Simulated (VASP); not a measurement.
A run of VASP 6.6.1 is set up as follows.

The input INCAR:

```
SYSTEM = Li
  PREC = Accurate
  ENCUT = 520
  EDIFF = 1E-6
  ISMEAR = 1
  SIGMA = 0.1
  LREAL = .FALSE.
  LASPH = .TRUE.
  NELM = 100
  ALGO = Normal
  ISIF = 2
  LWAVE = .FALSE.
  LCHARG = .TRUE.
  GGA = PS
  LELF = .TRUE.
  LVHAR = .TRUE.
  NBANDS = 8
```

File KPOINTS:

```
Automatic mesh
0
G
  10 10 10
  0 0 0
```

Contents of POSCAR:

```
Li
1.0
   -1.7169671789      1.7169671789      1.7169671789
    1.7169671789     -1.7169671789      1.7169671789
    1.7169671789      1.7169671789     -1.7169671789
Li
1
Direct
    0.0000000000      0.0000000000      0.0000000000
```

Potentials or basis: VASP PAW PBE potentials, release 64 (Li_sv).

Command:

```bash
$ cat potpaw_PBE.64/Li_sv/POTCAR > POTCAR
$ mpirun -np 1 vasp_std > vasp.out
```

Q: Estimate the band gap on the k mesh.

A: Zero (an odd number of electrons rules out a gap without spin polarisation).
